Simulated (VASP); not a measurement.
# NaH (Pmmm) in VASP: a series of runs

The runs below take NaH through single point, with PBEsol.

Everything below comes from runs of VASP 6.6.1. Logs are shortened: lines on timing, memory, paths and dates and some standing lists are left out, and cuts for length are marked.

### Step 1. The cell of the first run

Symmetry: Pmmm, No. 47, orthorhombic system. Conventional cell: a = 2.852 Å, b = 2.955 Å, c = 3.059 Å, α = 90.00°, β = 90.00°, γ = 90.00°. Na (site symmetry mmm) has 8 H at 2.56 Å and 6 Na at 2.85 to 3.06 Å within 3.4 Å. Within 3.4 Å of H (site symmetry mmm) lie 8 Na at 2.56 Å and 6 H at 2.85 to 3.06 Å.

### Step 2. Single point, PBEsol (strain +0.0350 x Voigt [1, -1, 0, 0, 0, 0])

INCAR

```
SYSTEM = NaH
  PREC = Accurate
  ENCUT = 500
  EDIFF = 1E-6
  ISMEAR = 0
  SIGMA = 0.05
  LREAL = .FALSE.
  LASPH = .TRUE.
  NELM = 120
  ALGO = Normal
  ISIF = 2
  LWAVE = .FALSE.
  LCHARG = .FALSE.
  GGA = PS
  NBANDS = 11
  GGA_COMPAT = .FALSE.
```

KPOINTS

```
Automatic mesh
0
G
  10 10 10
  0 0 0
```

POSCAR

```
NaH
1.0
    3.0585533400      0.0000000000      0.0000000000
    0.0000000000      2.8516946600      0.0000000000
    0.0000000000      0.0000000000      2.9551240000
Na H
1 1
Direct
    0.0000000000      0.0000000000      0.0000000000
    0.5000000000      0.5000000000      0.5000000000
```

Potentials or basis: VASP PAW PBE potentials, release 64 (Na_pv, H).

Run with:

```
cat potpaw_PBE.64/Na_pv/POTCAR potpaw_PBE.64/H/POTCAR > POTCAR
mpirun -np 1 vasp_std > vasp.out
```

OUTCAR:

```text
SYSTEM = NaH
   PREC = Accurate
   ENCUT = 500
   EDIFF = 1E-6
   ISMEAR = 0
   LREAL = .FALSE.
   LASPH = .TRUE.
   NELM = 120
   ISIF = 2
   GGA = PS

 ion  position               nearest neighbor table
   1  0.000  0.000  0.000-
   2  0.500  0.500  0.500-

  LATTYP: Found a simple orthorhombic cell.
 ALAT       =     2.8516946600
 B/A-ratio  =     1.0362694301
 C/A-ratio  =     1.0725388601

  Lattice vectors:

 A1 = (   0.0000000000,   2.8516946600,   0.0000000000)
 A2 = (   0.0000000000,   0.0000000000,   2.9551240000)
 A3 = (   3.0585533400,   0.0000000000,   0.0000000000)

Analysis of symmetry for initial positions (statically):
=====================================================================
 Subroutine PRICEL returns:
 Original cell was already a primitive cell.

 Routine SETGRP: Setting up the symmetry group for a
 simple orthorhombic supercell.

 Subroutine GETGRP returns: Found  8 space group operations
 (whereof  8 operations were pure point group operations)
 out of a pool of  8 trial point group operations.

The static configuration has the point symmetry D_2h.

Analysis of symmetry for dynamics (positions and initial velocities):
=====================================================================
 Subroutine PRICEL returns:
 Original cell was already a primitive cell.

 Routine SETGRP: Setting up the symmetry group for a
 simple orthorhombic supercell.

 Subroutine GETGRP returns: Found  8 space group operations
 (whereof  8 operations were pure point group operations)
 out of a pool of  8 trial point group operations.

The dynamic configuration has the point symmetry D_2h.

 Subroutine INISYM returns: Found  8 space group operations
 (whereof  8 operations are pure point group operations),
 and found     1 'primitive' translations

----------------------------------------------------------------------------------------

                                     Primitive cell

  volume of cell :      25.7748

  direct lattice vectors                    reciprocal lattice vectors
     3.058553340  0.000000000  0.000000000     0.326951957  0.000000000  0.000000000
     0.000000000  2.851694660  0.000000000     0.000000000  0.350668679  0.000000000
     0.000000000  0.000000000  2.955124000     0.000000000  0.000000000  0.338395275

  length of vectors
     3.058553340  2.851694660  2.955124000     0.326951957  0.350668679  0.338395275

  position of ions in fractional coordinates (direct lattice)
     0.000000000  0.000000000  0.000000000
     0.500000000  0.500000000  0.500000000
[... 86 lines left out ...]
   TEBEG  =    0.0;   TEEND  =   0.0 temperature during run
   PSTRESS=    0.0 pullay stress
   NELECT =       8.0000    total number of electrons
   NUPDOWN=      -1.0000    fix difference up-down
   EMIN   =  10.00;   EMAX   =-10.00  energy-range for DOS
   EFERMI =   0.00;   METHOD = LEGACY
   ISMEAR =     0;   SIGMA  =   0.05  broadening in eV -4-tet -1-fermi 0-gaus
   EFERMI_NEDOS =   21; number of points for ismear=-14 and -15
   IALGO  =     38    algorithm
   IMIX   =      4    mixing-type and parameters
     AMIX     =   0.40;   BMIX     =  1.00
     AMIX_MAG =   1.60;   BMIX_MAG =  1.00
  volume/ion in A,a.u.               =      12.89        86.97
  Fermi-wavevector in a.u.,A,eV,Ry     =   1.108426  2.094621 16.716218  1.228607
  Thomas-Fermi vector in A             =   2.244953
   LORBIT       =      0    0 simple, 1 ext, 2 COOP (PROOUT), +10 PAW based schemes
   GGA     = PS    functional components
   LHFCALC =     F    Hartree Fock is set to
   AEXX    =    0.0000 exact exchange contribution
   IVDW    =     0    specifies the selected vdW correction
   LEPSILON=     F    determine dielectric tensor
   LRPA    =     F    only Hartree local field effects (RPA)
 non-spin polarized calculation
 Gauss-broadening in eV      SIGMA  =   0.05
  energy-cutoff  :      500.00
  volume of cell :       25.77
 maximum number of plane-waves:       675
 NGX is ok and might be reduce to    24
   NGX = 11   NGY = 11   NGZ = 11

 number of electron       7.9999998 magnetization

 Free energy of the ion-electron system (eV)
  ---------------------------------------------------
  ext. energy  EPLUGINS =         0.00000000
  ---------------------------------------------------
  free energy    TOTEN  =        -4.76637736 eV

  energy without entropy =       -4.76637736  energy(sigma->0) =       -4.76637736

 E-fermi :   1.6330     XC(G=0):  -8.2653

 val. band max:        1.4102659388   @ k =   0.5000   0.5000   0.5000
 cond. band min:       1.8610725839   @ k =   0.5000   0.0000   0.0000
 fundamental gap:      0.4508066451
 Fermi energy:         1.6330476191

 k-point     1 :       0.0000    0.0000    0.0000
  band No.  band energies     occupation
      1     -23.1358      2.00000
      2     -23.1337      2.00000
      3     -23.1258      2.00000
      4      -4.6936      2.00000
      5       9.7663      0.00000
      6      11.7040      0.00000
      7      12.5507      0.00000
      8      12.7728      0.00000
      9      13.6705      0.00000
     10      14.9106      0.00000
     11      25.9691      0.00000
[... 309 lines left out ...]
 k-point    24 :       0.5000    0.3000    0.0000
  band No.  band energies     occupation
      1     -23.2632      2.00000
      2     -23.2486      2.00000
      3     -23.1084      2.00000
      4      -1.2680      2.00000
      5       3.5146      0.00000
      6       7.6734      0.00000
      7      10.9005      0.00000
      8      15.3132      0.00000
      9      17.2140      0.00000
     10      19.1721      0.00000
     11      20.4066      0.00000

 [... further k-points ...]

------------------------ aborting loop because EDIFF is reached ----------------------------------------

  FORCE on cell =-STRESS in cart. coord.  units (eV):
  Direction    XX          YY          ZZ          XY          YZ          ZX
  --------------------------------------------------------------------------------------
  -------------------------------------------------------------------------------------
  Total       -0.6931285      0.5693924     -0.0715154      0.0000000      0.0000000      0.0000000
  in kB      -43.0853444     35.3938232     -4.4454489      0.0000000      0.0000000      0.0000000
  external PRESSURE =      -4.0456567 kB  Pullay stress =       0.0000000 kB

 VOLUME and BASIS-vectors are now :
 -----------------------------------------------------------------------------
  energy-cutoff  :      500.00
  volume of cell :       25.77
      direct lattice vectors                 reciprocal lattice vectors
     3.058553340  0.000000000  0.000000000     0.326951957  0.000000000  0.000000000
     0.000000000  2.851694660  0.000000000     0.000000000  0.350668679  0.000000000
     0.000000000  0.000000000  2.955124000     0.000000000  0.000000000  0.338395275

 POSITION                                       TOTAL-FORCE (eV/Angst)
 -----------------------------------------------------------------------------------
      0.00000      0.00000      0.00000         0.000000      0.000000      0.000000
      1.52928      1.42585      1.47756         0.000000      0.000000      0.000000
 -----------------------------------------------------------------------------------
    total drift:                                0.000000      0.000000      0.000000

  FREE ENERGIE OF THE ION-ELECTRON SYSTEM (eV)
  ---------------------------------------------------
  free  energy   TOTEN  =        -4.7663773582 eV

  energy  without entropy=       -4.7663773582  energy(sigma->0) =       -4.76637736
```

It took 34 s on 1 thread of AMD EPYC 7R13 (Zen 3), shared host; peak memory 0.14 GiB.

What came out:

| Quantity | Value |
| --- | --- |
| Free energy | -4.7664 eV |
| Pressure | -0.4 GPa |
| Band gap on the k mesh | 0.45 eV (least direct gap 4.20 eV) |

Levels at points of the mesh, in eV from the valence-band top:
| k point | band 2 | band 3 | band 4 | band 5 | band 6 | band 7 |
| --- | --- | --- | --- | --- | --- | --- |
| (0.00, 0.00, 0.00) | -24.54 | -24.54 | -6.10 | 8.36 | 10.29 | 11.14 |
| (0.50, 0.00, 0.00) | -24.53 | -24.53 | -3.75 | 0.45 | 11.00 | 13.99 |
| (0.00, 0.50, 0.00) | -24.52 | -24.52 | -3.29 | 1.11 | 10.46 | 13.42 |
| (0.50, 0.50, 0.00) | -24.65 | -24.51 | -1.79 | 3.95 | 4.09 | 6.60 |
| (0.00, 0.00, 0.50) | -24.53 | -24.52 | -3.54 | 0.77 | 10.57 | 13.24 |
| (0.50, 0.00, 0.50) | -24.65 | -24.51 | -2.01 | 3.67 | 3.75 | 6.29 |
| (0.00, 0.50, 0.50) | -24.69 | -24.51 | -1.60 | 4.27 | 4.33 | 6.91 |
| (0.50, 0.50, 0.50) | -24.67 | -24.62 | 0.00 | 6.51 | 6.66 | 6.79 |

Caveat: the cell differs from its parent crystal (strain +0.0350 x Voigt [1, -1, 0, 0, 0, 0]); the PAW data sets were made with another functional, which shifts forces and pressure a little. A k mesh can miss the band edges.

### Step 3. Single point, PBEsol (strain +0.0250 x Voigt [1, -1, 0, 0, 0, 0])

INCAR

```
PREC = Accurate ; ENCUT = 500
EDIFF = 1E-6 ; ISMEAR = 0
SIGMA = 0.05 ; LREAL = F
LASPH = T ; NELM = 120
ALGO = Normal ; ISIF = 2
LWAVE = F ; LCHARG = T
GGA = PS ; LELF = T
LVHAR = T ; NBANDS = 11
GGA_COMPAT = F
```

KPOINTS

```
regular mesh
0
Gamma
  10 10 10
```

POSCAR

```
NaH
1.0
    3.0290021000      0.0000000000      0.0000000000
    0.0000000000      2.8812459000      0.0000000000
    0.0000000000      0.0000000000      2.9551240000
Na H
1 1
Direct
    0.0000000000      0.0000000000      0.0000000000
    0.5000000000      0.5000000000      0.5000000000
```

Potentials or basis: VASP PAW PBE potentials, release 64 (Na_pv, H).

Run with:

```
cat potpaw_PBE.64/Na_pv/POTCAR potpaw_PBE.64/H/POTCAR > POTCAR
mpirun -np 1 vasp_std > vasp.out
```

It took 34 s on 1 thread of AMD EPYC 7R13 (Zen 3), shared host; peak memory 0.14 GiB.

It converged, with:

```
Free energy            : -4.7772 eV
Pressure               : -0.4 GPa
Band gap on the k mesh : 0.56 eV (least direct gap 4.24 eV)
```

Stress tensor (GPa, compression positive):
```
-3.23  0.00  0.00
 0.00  2.37  0.00
 0.00  0.00 -0.46
```

Levels at points of the mesh, in eV from the valence-band top:
```
           k point  band 2  band 3  band 4  band 5  band 6  band 7
(0.00, 0.00, 0.00)  -24.52  -24.51   -6.09    8.49   10.38   11.15
(0.50, 0.00, 0.00)  -24.51  -24.50   -3.68    0.56   10.95   13.99
(0.00, 0.50, 0.00)  -24.50  -24.50   -3.35    1.03   10.56   13.68
(0.50, 0.50, 0.00)  -24.63  -24.49   -1.79    3.98    4.07    6.61
(0.00, 0.00, 0.50)  -24.50  -24.50   -3.52    0.79   10.67   13.55
(0.50, 0.00, 0.50)  -24.64  -24.49   -1.94    3.78    3.84    6.39
(0.00, 0.50, 0.50)  -24.66  -24.48   -1.65    4.21    4.25    6.83
(0.50, 0.50, 0.50)  -24.64  -24.61    0.00    6.55    6.66    6.75
```

Caveat: the cell differs from its parent crystal (strain +0.0250 x Voigt [1, -1, 0, 0, 0, 0]); the PAW data sets were made with another functional, which shifts forces and pressure a little. A k mesh can miss the band edges.

### Step 4. Single point, PBEsol (strain +0.0150 x Voigt [1, -1, 0, 0, 0, 0])

INCAR

```
SYSTEM = NaH
ALGO = Normal ; EDIFF = 1E-6
ENCUT = 500 ; GGA = PS
GGA_COMPAT = .FALSE. ; ISIF = 2
ISMEAR = 0 ; LASPH = .TRUE.
LCHARG = .FALSE. ; LREAL = .FALSE.
LWAVE = .FALSE. ; NBANDS = 11
NELM = 120 ; PREC = Accurate
SIGMA = 0.05
```

KPOINTS

```
k-points
0
G
  10 10 10
  0 0 0
```

POSCAR

```
NaH
1.0
    2.9994508600      0.0000000000      0.0000000000
    0.0000000000      2.9107971400      0.0000000000
    0.0000000000      0.0000000000      2.9551240000
Na H
1 1
Direct
    0.0000000000      0.0000000000      0.0000000000
    0.5000000000      0.5000000000      0.5000000000
```

Run with:

```
cat potpaw_PBE.64/Na_pv/POTCAR potpaw_PBE.64/H/POTCAR > POTCAR
mpirun -np 1 vasp_std > vasp.out
```

Wall time 32 s (1 thread of AMD EPYC 7R13 (Zen 3), shared host); peak memory 0.14 GiB.

It converged, with:

```
Free energy            : -4.7843 eV
Pressure               : -0.5 GPa
Band gap on the k mesh : 0.66 eV (least direct gap 4.27 eV)
```

Stress tensor (GPa, compression positive):
```
-2.14  0.00  0.00
 0.00  1.21  0.00
 0.00  0.00 -0.48
```

Levels at points of the mesh, in eV from the valence-band top:
```
           k point  band 2  band 3  band 4  band 5  band 6  band 7
(0.00, 0.00, 0.00)  -24.50  -24.50   -6.08    8.58   10.49   10.96
(0.50, 0.00, 0.00)  -24.49  -24.49   -3.61    0.66   10.89   13.99
(0.00, 0.50, 0.00)  -24.48  -24.48   -3.41    0.94   10.65   13.93
(0.50, 0.50, 0.00)  -24.63  -24.47   -1.79    4.00    4.06    6.61
(0.00, 0.00, 0.50)  -24.49  -24.48   -3.51    0.80   10.74   13.86
(0.50, 0.00, 0.50)  -24.63  -24.47   -1.88    3.88    3.91    6.48
(0.00, 0.50, 0.50)  -24.65  -24.47   -1.70    4.14    4.16    6.75
(0.50, 0.50, 0.50)  -24.63  -24.61    0.00    6.60    6.66    6.72
```

Caveat: the cell differs from its parent crystal (strain +0.0150 x Voigt [1, -1, 0, 0, 0, 0]); the PAW data sets were made with another functional, which shifts forces and pressure a little.

### Step 5. Single point, PBEsol (strain +0.0050 x Voigt [1, -1, 0, 0, 0, 0])

INCAR

```
PREC = Accurate ; ENCUT = 500
EDIFF = 1E-6 ; ISMEAR = 0
SIGMA = 0.05 ; LREAL = False
LASPH = True ; NELM = 120
ALGO = Normal ; ISIF = 2
LWAVE = False ; LCHARG = False
GGA = PS ; NBANDS = 11
GGA_COMPAT = False
```

KPOINTS

```
regular mesh
0
Gamma
  10 10 10
```

POSCAR

```
NaH
1.0
    2.9698996200      0.0000000000      0.0000000000
    0.0000000000      2.9403483800      0.0000000000
    0.0000000000      0.0000000000      2.9551240000
Na H
1 1
Direct
    0.0000000000      0.0000000000      0.0000000000
    0.5000000000      0.5000000000      0.5000000000
```

Run with:

```
cat potpaw_PBE.64/Na_pv/POTCAR potpaw_PBE.64/H/POTCAR > POTCAR
mpirun -np 1 vasp_std > vasp.out
```

It took 32 s on 1 thread of AMD EPYC 7R13 (Zen 3), shared host; peak memory 0.14 GiB.

Results (log left out):

```yaml
Free_energy: -4.7879 eV
Pressure: -0.5 GPa
Band_gap_on_the_k_mesh: 0.76 eV (least direct gap 4.30 eV)
```

Stress tensor (GPa, compression positive):
```
-1.04  0.00  0.00
 0.00  0.08  0.00
 0.00  0.00 -0.48
```

Levels at points of the mesh, in eV from the valence-band top:
```tsv
k point	band 1	band 2	band 3	band 4	band 5	band 6	band 7	band 8	band 9
(0.00, 0.00, 0.00)	-24.49	-24.49	-24.49	-6.07	8.63	10.63	10.78	12.13	12.29
(0.50, 0.00, 0.00)	-24.67	-24.48	-24.48	-3.54	0.76	10.82	13.97	14.32	14.48
(0.00, 0.50, 0.00)	-24.68	-24.48	-24.48	-3.48	0.85	10.74	13.95	14.21	14.36
(0.50, 0.50, 0.00)	-24.65	-24.64	-24.46	-1.79	4.02	4.04	6.62	14.55	18.36
(0.00, 0.00, 0.50)	-24.67	-24.48	-24.48	-3.51	0.80	10.78	13.96	14.18	14.50
(0.50, 0.00, 0.50)	-24.64	-24.64	-24.46	-1.82	3.98	3.99	6.57	14.67	18.51
(0.00, 0.50, 0.50)	-24.65	-24.64	-24.46	-1.76	4.06	4.07	6.66	14.43	18.26
(0.50, 0.50, 0.50)	-24.62	-24.62	-24.61	0.00	6.64	6.66	6.68	8.87	8.88
```

Caveat: the cell differs from its parent crystal (strain +0.0050 x Voigt [1, -1, 0, 0, 0, 0]); the PAW data sets were made with another functional, which shifts forces and pressure a little. A k mesh can miss the band edges.

### Step 6. Overview

| cell | gap on the mesh (eV) | pressure (GPa) |
| --- | --- | --- |
| a = 3.059, b = 2.852, c = 2.955 Å, 2 atoms | 0.45 | -0.4 |
| a = 3.029, b = 2.881, c = 2.955 Å, 2 atoms | 0.56 | -0.4 |
| a = 2.999, b = 2.911, c = 2.955 Å, 2 atoms | 0.66 | -0.5 |
| a = 2.970, b = 2.940, c = 2.955 Å, 2 atoms | 0.76 | -0.5 |

Alike in all rows: task single point; level PBEsol; potentials or basis VASP PAW PBE potentials, release 64 (Na_pv, H); no spin polarisation; k mesh 10 × 10 × 10; cutoff (eV) 500; smearing gaussian 0.05 eV.

Caveats: the PAW data sets were made with another functional, which shifts forces and pressure a little.

Total energies depend on the potentials used, so only differences within one code and one set of settings carry meaning.
